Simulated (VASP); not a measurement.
# Ca3MgF8 (Cmmm) in VASP: notebook

Ca3MgF8 is run at these levels: PBEsol, PBE; tasks: single point.

Program: VASP 6.6.1. These are calculated values, not measurements. Logs are shortened: lines on timing, memory, paths and dates and some standing lists are left out, and cuts for length are marked.

**1. The cell of the first run**

Symmetry: Cmmm, No. 65, orthorhombic system. Conventional cell: a = 7.453 Å, b = 10.629 Å, c = 3.777 Å, α = 90.00°, β = 90.00°, γ = 90.00°. Within 3.0 Å of Ca (site symmetry 2/m) lie 8 F at 2.29 to 2.34 Å. Within 3.1 Å of Ca (site symmetry mmm) lie 8 F at 2.31 to 2.35 Å. Within 2.9 Å of F (site symmetry m) lie 1 Mg at 2.18 Å and 3 Ca at 2.34 to 2.35 Å and 6 F at 2.57 to 2.75 Å. Within 3.0 Å of F (site symmetry m2m) lie 2 Mg at 2.26 Å and 2 Ca at 2.34 Å and 6 F at 2.48 to 2.74 Å. F (site symmetry m2m) has 4 Ca at 2.29 to 2.31 Å and 6 F at 2.66 to 2.74 Å within 3.0 Å. Mg (site symmetry mmm) has 8 F at 2.18 to 2.26 Å within 2.9 Å.

**2. Single point, PBEsol**

INCAR

```
SYSTEM = Ca3MgF8
PREC = Accurate
ENCUT = 600
EDIFF = 1E-6
ISMEAR = -1
SIGMA = 0.02
LREAL = .FALSE.
LASPH = .TRUE.
NELM = 120
ALGO = Normal
ISIF = 2
LWAVE = .FALSE.
LCHARG = .FALSE.
GGA = PS
NBANDS = 56
GGA_COMPAT = .FALSE.
```

KPOINTS

```
Automatic mesh
0
G
  4 4 6
  0 0 0
```

POSCAR

```
Ca3MgF8
1.0
    3.7263355656     -5.3142824103      0.0000000000
    3.7263355656      5.3142824103      0.0000000000
    0.0000000000      0.0000000000      3.7770776073
Ca F Mg
3 8 1
Direct
    0.0000000000      0.5000000000      0.0000000000
    0.5000000000      0.5000000000      0.5000000000
    0.5000000000      0.0000000000      0.0000000000
    0.3568888095      0.1152142669      0.5000000000
    0.1152142669      0.3568888095      0.5000000000
    0.8832440284      0.1167559716      0.0000000000
    0.6253558782      0.3746441218      0.0000000000
    0.3746441218      0.6253558782      0.0000000000
    0.1167559716      0.8832440284      0.0000000000
    0.8847857331      0.6431111905      0.5000000000
    0.6431111905      0.8847857331      0.5000000000
    0.0000000000      0.0000000000      0.5000000000
```

Potentials or basis: VASP PAW PBE potentials, release 64 (Ca_sv, F, Mg).

On the command line:

```
$ cat potpaw_PBE.64/Ca_sv/POTCAR potpaw_PBE.64/F/POTCAR potpaw_PBE.64/Mg/POTCAR > POTCAR
$ mpirun -np 1 vasp_std > vasp.out
```

OUTCAR:

```text
SYSTEM = Ca3MgF8
   PREC = Accurate
   ENCUT = 600
   EDIFF = 1E-6
   ISMEAR = -1
   LREAL = .FALSE.
   LASPH = .TRUE.
   NELM = 120
   ISIF = 2
   GGA = PS

 ion  position               nearest neighbor table
   1  0.000  0.500  0.000-   7 2.29   8 2.29   5 2.34  10 2.34   5 2.34  10 2.34   9 2.34   6 2.34

   2  0.500  0.500  0.500-   7 2.31   8 2.31   7 2.31   8 2.31  10 2.35  11 2.35   4 2.35   5 2.35

   3  0.500  0.000  0.000-   7 2.29   8 2.29   4 2.34  11 2.34   4 2.34  11 2.34   9 2.34   6 2.34

   4  0.357  0.115  0.500-  12 2.18   3 2.34   3 2.34   2 2.35
   5  0.115  0.357  0.500-  12 2.18   1 2.34   1 2.34   2 2.35
   6  0.883  0.117  0.000-  12 2.26  12 2.26   1 2.34   3 2.34
   7  0.625  0.375  0.000-   1 2.29   3 2.29   2 2.31   2 2.31
   8  0.375  0.625  0.000-   1 2.29   3 2.29   2 2.31   2 2.31
   9  0.117  0.883  0.000-  12 2.26  12 2.26   1 2.34   3 2.34
  10  0.885  0.643  0.500-  12 2.18   1 2.34   1 2.34   2 2.35
  11  0.643  0.885  0.500-  12 2.18   3 2.34   3 2.34   2 2.35
  12  0.000  0.000  0.500-   4 2.18   5 2.18  10 2.18  11 2.18   6 2.26   9 2.26   6 2.26   9 2.26

  LATTYP: Found a base centered orthorhombic cell.
 ALAT       =     7.4526711312
 B/A-ratio  =     1.4261416657
 C/A-ratio  =     0.5068085712

  Lattice vectors:

 A1 = (   3.7263355656,  -5.3142824103,   0.0000000000)
 A2 = (   3.7263355656,   5.3142824103,   0.0000000000)
 A3 = (   0.0000000000,   0.0000000000,   3.7770776073)

Analysis of symmetry for initial positions (statically):
=====================================================================
 Subroutine PRICEL returns:
 Original cell was already a primitive cell.

 Routine SETGRP: Setting up the symmetry group for a
 base centered orthorhombic supercell.

 Subroutine GETGRP returns: Found  8 space group operations
 (whereof  8 operations were pure point group operations)
 out of a pool of  8 trial point group operations.

The static configuration has the point symmetry D_2h.

Analysis of symmetry for dynamics (positions and initial velocities):
=====================================================================
 Subroutine PRICEL returns:
 Original cell was already a primitive cell.

 Routine SETGRP: Setting up the symmetry group for a
 base centered orthorhombic supercell.

 Subroutine GETGRP returns: Found  8 space group operations
 (whereof  8 operations were pure point group operations)
 out of a pool of  8 trial point group operations.

The dynamic configuration has the point symmetry D_2h.

 Subroutine INISYM returns: Found  8 space group operations
 (whereof  8 operations are pure point group operations),
 and found     1 'primitive' translations

----------------------------------------------------------------------------------------

                                     Primitive cell

  volume of cell :     149.5934

  direct lattice vectors                    reciprocal lattice vectors
     3.726335566 -5.314282410  0.000000000     0.134180079 -0.094086080  0.000000000
     3.726335566  5.314282410  0.000000000     0.134180079  0.094086080  0.000000000
     0.000000000  0.000000000  3.777077607     0.000000000  0.000000000  0.264754952

  length of vectors
     6.490544991  6.490544991  3.777077607     0.163879480  0.163879480  0.264754952

  position of ions in fractional coordinates (direct lattice)
     0.000000000  0.500000000  0.000000000
     0.500000000  0.500000000  0.500000000
     0.500000000  0.000000000  0.000000000
     0.356888809  0.115214267  0.500000000
     0.115214267  0.356888809  0.500000000
     0.883244028  0.116755972  0.000000000
     0.625355878  0.374644122  0.000000000
     0.374644122  0.625355878  0.000000000
     0.116755972  0.883244028  0.000000000
     0.884785733  0.643111191  0.500000000
     0.643111191  0.884785733  0.500000000
     0.000000000  0.000000000  0.500000000

  ion indices of the primitive-cell ions
   primitive index   ion index
                 1           1
                 2           2
                 3           3
                 4           4
                 5           5
                 6           6
                 7           7
                 8           8
                 9           9
                10          10
                11          11
                12          12

----------------------------------------------------------------------------------------

 KPOINTS: Automatic mesh

Automatic generation of k-mesh.
 Grid dimensions read from file:
 generate k-points for:    4    4    6

 Generating k-lattice:

  Cartesian coordinates                     Fractional coordinates (reciprocal lattice)
     0.033545020 -0.023521520  0.000000000     0.250000000  0.000000000  0.000000000
     0.033545020  0.023521520  0.000000000     0.000000000  0.250000000  0.000000000
     0.000000000  0.000000000  0.044125825     0.000000000  0.000000000  0.166666667

  Length of vectors
     0.040969870  0.040969870  0.044125825

  Shift w.r.t. Gamma in fractional coordinates (k-lattice)
     0.000000000  0.000000000  0.000000000

 Subroutine IBZKPT returns following result:
 ===========================================

 Found     28 irreducible k-points:

 Following reciprocal coordinates:
            Coordinates               Weight
  0.000000  0.000000  0.000000      1.000000
  0.250000 -0.000000  0.000000      4.000000
  0.500000 -0.000000  0.000000      2.000000
  0.250000  0.250000  0.000000      2.000000
  0.500000  0.250000  0.000000      4.000000
 -0.250000  0.250000  0.000000      2.000000
[... 16 lines left out ...]
  0.250000 -0.000000  0.500000      4.000000
  0.500000 -0.000000  0.500000      2.000000
 [... further k-points ...]
   k-points           NKPTS =     28   k-points in BZ     NKDIM =     28   number of bands    NBANDS=     56
   number of dos      NEDOS =    301   number of ions     NIONS =     12
   total plane-waves  NPLWV =  87480
   dimension x,y,z NGX =    54 NGY =   54 NGZ =   30
   dimension x,y,z NGXF=   108 NGYF=  108 NGZF=   60
   ions per type =               3   8   1
   NGX,Y,Z   is equivalent  to a cutoff of  13.83, 13.83, 13.20 a.u.
   NGXF,Y,Z  is equivalent  to a cutoff of  27.66, 27.66, 26.41 a.u.
 SYSTEM =  Ca3MgF8
   PREC   = accura    normal or accurate (medium, high low for compatibility)
   ISTART =      0    job   : 0-new  1-cont  2-samecut
   ICHARG =      2    charge: 1-file 2-atom 10-const
   ISPIN  =      1    spin polarized calculation?
   LNONCOLLINEAR =      F non collinear calculations
   LSORBIT =      F    spin-orbit coupling
   LASPH  =      T    aspherical Exc in radial PAW
   ENCUT  =  600.0 eV  44.10 Ry    6.64 a.u.  12.96 12.96  7.54*2*pi/ulx,y,z
   NELM   =    120;   NELMIN=  2; NELMDL= -5     # of ELM steps
   EDIFF  = 0.1E-05   stopping-criterion for ELM
   LREAL  =      F    real-space projection
   EDIFFG = 0.1E-04   stopping-criterion for IOM
   NSW    =      0    number of steps for IOM
   IBRION =     -1    ionic relax: 0-MD 1-quasi-New 2-CG
   NFREE  =      0    steps in history (QN), initial steepest desc. (CG)
   ISIF   =      2    stress and relaxation
   ISYM   =      2    0-nonsym 1-usesym 2-fastsym
   POTIM  = 0.5000    time-step for ionic-motion
   TEBEG  =    0.0;   TEEND  =   0.0 temperature during run
   PSTRESS=    0.0 pullay stress
   NELECT =      88.0000    total number of electrons
   NUPDOWN=      -1.0000    fix difference up-down
   EMIN   =  10.00;   EMAX   =-10.00  energy-range for DOS
   EFERMI =   0.00;   METHOD = LEGACY
   ISMEAR =    -1;   SIGMA  =   0.02  broadening in eV -4-tet -1-fermi 0-gaus
   EFERMI_NEDOS =   21; number of points for ismear=-14 and -15
   IALGO  =     38    algorithm
   IMIX   =      4    mixing-type and parameters
     AMIX     =   0.40;   BMIX     =  1.00
     AMIX_MAG =   1.60;   BMIX_MAG =  1.00
  volume/ion in A,a.u.               =      12.47        84.13
  Fermi-wavevector in a.u.,A,eV,Ry     =   1.371718  2.592171 25.600868  1.881611
  Thomas-Fermi vector in A             =   2.497390
   LORBIT       =      0    0 simple, 1 ext, 2 COOP (PROOUT), +10 PAW based schemes
   GGA     = PS    functional components
   LHFCALC =     F    Hartree Fock is set to
   AEXX    =    0.0000 exact exchange contribution
   IVDW    =     0    specifies the selected vdW correction
   LEPSILON=     F    determine dielectric tensor
   LRPA    =     F    only Hartree local field effects (RPA)
 non-spin polarized calculation
  energy-cutoff  :      600.00
  volume of cell :      149.59
 maximum number of plane-waves:      5032
 NGX is ok and might be reduce to    54
   NGX = 25   NGY = 25   NGZ = 15

 number of electron      88.0000047 magnetization

 Free energy of the ion-electron system (eV)
  ---------------------------------------------------
  ext. energy  EPLUGINS =         0.00000000
  ---------------------------------------------------
  free energy    TOTEN  =       -69.27713668 eV

  energy without entropy =      -69.27713668  energy(sigma->0) =      -69.27713668

 E-fermi :  -0.1708     XC(G=0): -10.1186

 val. band max:       -0.5716367215   @ k =   0.5000   0.5000   0.5000
 cond. band min:       6.0356212661   @ k =   0.0000   0.0000   0.0000
 fundamental gap:      6.6072579876
 Fermi energy:        -0.1708161587

 k-point     1 :       0.0000    0.0000    0.0000
  band No.  band energies     occupation
      1     -36.6196      2.00000
      2     -36.3829      2.00000
      3     -36.3664      2.00000
      4     -21.3602      2.00000
      5     -20.9874      2.00000
      6     -20.8352      2.00000
[... 1405 lines left out ...]
     55       9.6122      0.00000
     56       9.7554      0.00000

 [... further k-points ...]

------------------------ aborting loop because EDIFF is reached ----------------------------------------

  FORCE on cell =-STRESS in cart. coord.  units (eV):
  Direction    XX          YY          ZZ          XY          YZ          ZX
  --------------------------------------------------------------------------------------
  -------------------------------------------------------------------------------------
  Total       -0.0011771      0.0067641     -0.0225606      0.0000000      0.0000000      0.0000000
  in kB       -0.0126070      0.0724454     -0.2416287      0.0000000      0.0000000      0.0000000
  external PRESSURE =      -0.0605968 kB  Pullay stress =       0.0000000 kB

 VOLUME and BASIS-vectors are now :
 -----------------------------------------------------------------------------
  energy-cutoff  :      600.00
  volume of cell :      149.59
      direct lattice vectors                 reciprocal lattice vectors
     3.726335566 -5.314282410  0.000000000     0.134180079 -0.094086080  0.000000000
     3.726335566  5.314282410  0.000000000     0.134180079  0.094086080  0.000000000
     0.000000000  0.000000000  3.777077607     0.000000000  0.000000000  0.264754952

 POSITION                                       TOTAL-FORCE (eV/Angst)
 -----------------------------------------------------------------------------------
      1.86317      2.65714      0.00000         0.000000      0.000000      0.000000
      3.72634      0.00000      1.88854        -0.000000     -0.000000      0.000000
      1.86317     -2.65714      0.00000         0.000000      0.000000      0.000000
      1.75921     -1.28433      1.88854        -0.037519      0.026645     -0.000000
      1.75921      1.28433      1.88854        -0.037519     -0.026645     -0.000000
      3.72634     -4.07333      0.00000         0.000000     -0.044642     -0.000000
      3.72634     -1.33235      0.00000         0.000000      0.003950      0.000000
      3.72634      1.33235      0.00000         0.000000     -0.003950      0.000000
      3.72634      4.07333      0.00000         0.000000      0.044642      0.000000
      5.69346     -1.28433      1.88854         0.037519      0.026645      0.000000
      5.69346      1.28433      1.88854         0.037519     -0.026645      0.000000
      0.00000      0.00000      1.88854         0.000000      0.000000      0.000000
 -----------------------------------------------------------------------------------
    total drift:                               -0.000000     -0.000000     -0.000000

  FREE ENERGIE OF THE ION-ELECTRON SYSTEM (eV)
  ---------------------------------------------------
  free  energy   TOTEN  =       -69.2771366789 eV

  energy  without entropy=      -69.2771366789  energy(sigma->0) =      -69.27713668
```

Wall time 11 min (1 thread of Intel Xeon 8259CL, shared host); peak memory 0.43 GiB.

Results:

```
Free energy            : -69.2771 eV
Pressure               : 0.0 GPa
Largest force          : 0.046 eV/Å
Band gap on the k mesh : 6.61 eV (least direct gap 6.63 eV)
```

Forces on the atoms (eV/Å):
```
Ca   0.000  0.000  0.000
Ca   0.000  0.000  0.000
Ca   0.000  0.000  0.000
F   -0.038  0.027  0.000
F   -0.038 -0.027  0.000
F    0.000 -0.045  0.000
F    0.000  0.004  0.000
F    0.000 -0.004  0.000
F    0.000  0.045  0.000
F    0.038  0.027  0.000
F    0.038 -0.027  0.000
Mg   0.000  0.000  0.000
```

Levels at points of the mesh, in eV from the valence-band top:
| k point | band 42 | band 43 | band 44 | band 45 | band 46 | band 47 |
| --- | --- | --- | --- | --- | --- | --- |
| (0.00, 0.00, 0.00) | -0.42 | -0.34 | -0.02 | 6.61 | 8.02 | 8.96 |
| (0.50, 0.00, 0.00) | -0.47 | -0.39 | -0.27 | 7.93 | 7.98 | 8.54 |
| (0.50, 0.50, 0.00) | -0.31 | -0.27 | -0.25 | 8.13 | 8.30 | 8.51 |
| (0.00, 0.00, 0.50) | -0.16 | -0.15 | -0.13 | 8.08 | 8.52 | 8.57 |
| (0.50, 0.00, 0.50) | -0.38 | -0.26 | -0.25 | 8.09 | 8.33 | 8.42 |
| (0.50, 0.50, 0.50) | -0.36 | -0.08 | 0.00 | 7.62 | 8.24 | 9.27 |

Caveat: the PAW data sets were made with another functional, which shifts forces and pressure a little. A k mesh can miss the band edges.

**3. Single point, PBE**

This run uses another cell than the first one, of 12.54 Å³/atom.

INCAR

```
PREC = Accurate ; ENCUT = 600
EDIFF = 1E-6 ; ISMEAR = -1
SIGMA = 0.02 ; LREAL = False
LASPH = True ; NELM = 120
ALGO = Normal ; ISIF = 2
LWAVE = False ; LCHARG = False
GGA = PE ; NBANDS = 56
GGA_COMPAT = False
```

KPOINTS

```
regular mesh
0
Gamma
  4 4 6
```

POSCAR

```
Ca3MgF8
1.0
    3.7306511435     -5.3248452147      0.0000000000
    3.7306511435      5.3248452147      0.0000000000
    0.0000000000      0.0000000000      3.7863863164
Ca F Mg
3 8 1
Direct
    0.0000000000      0.5000000000      0.0000000000
    0.5000000000      0.5000000000      0.5000000000
    0.5000000000      0.0000000000      0.0000000000
    0.3556517065      0.1144653909      0.5000000000
    0.1144653909      0.3556517065      0.5000000000
    0.8836716598      0.1163283402      0.0000000000
    0.6252891130      0.3747108870      0.0000000000
    0.3747108870      0.6252891130      0.0000000000
    0.1163283402      0.8836716598      0.0000000000
    0.8855346091      0.6443482935      0.5000000000
    0.6443482935      0.8855346091      0.5000000000
    0.0000000000      0.0000000000      0.5000000000
```

Potentials or basis: VASP PAW PBE potentials, release 64 (Ca_sv, F, Mg).

On the command line:

```
$ cat potpaw_PBE.64/Ca_sv/POTCAR potpaw_PBE.64/F/POTCAR potpaw_PBE.64/Mg/POTCAR > POTCAR
$ mpirun -np 1 vasp_std > vasp.out
```

It took 12 min on 1 thread of Intel Xeon 8259CL, shared host; peak memory 0.43 GiB.

It converged, with:

| Quantity | Value |
| --- | --- |
| Free energy | -66.8956 eV |
| Pressure | 3.7 GPa |
| Largest force | 0.034 eV/Å |
| Band gap on the k mesh | 6.73 eV (least direct gap 6.75 eV) |

Forces on the atoms (eV/Å):
```
Ca   0.000  0.000  0.000
Ca   0.000  0.000  0.000
Ca   0.000  0.000  0.000
F   -0.023  0.012  0.000
F   -0.023 -0.012  0.000
F    0.000 -0.034  0.000
F    0.000  0.001  0.000
F    0.000 -0.001  0.000
F    0.000  0.034  0.000
F    0.023  0.012  0.000
F    0.023 -0.012  0.000
Mg   0.000  0.000  0.000
```

Levels at points of the mesh, in eV from the valence-band top:
```tsv
k point	band 40	band 41	band 42	band 43	band 44	band 45	band 46	band 47	band 48	band 49
(0.00, 0.00, 0.00)	-0.50	-0.45	-0.42	-0.33	-0.02	6.73	8.08	8.93	8.94	9.24
(0.50, 0.00, 0.00)	-0.69	-0.60	-0.46	-0.37	-0.25	8.03	8.04	8.62	8.74	8.98
(0.50, 0.50, 0.00)	-0.49	-0.46	-0.29	-0.27	-0.24	8.20	8.33	8.61	8.85	9.18
(0.00, 0.00, 0.50)	-0.38	-0.27	-0.16	-0.16	-0.12	8.12	8.54	8.59	8.79	9.22
(0.50, 0.00, 0.50)	-0.45	-0.44	-0.36	-0.24	-0.23	8.12	8.37	8.46	9.25	9.51
(0.50, 0.50, 0.50)	-0.45	-0.42	-0.35	-0.09	0.00	7.66	8.28	9.24	9.29	9.46
```

Caveat: the cell stands under pressure. A k mesh can miss the band edges.
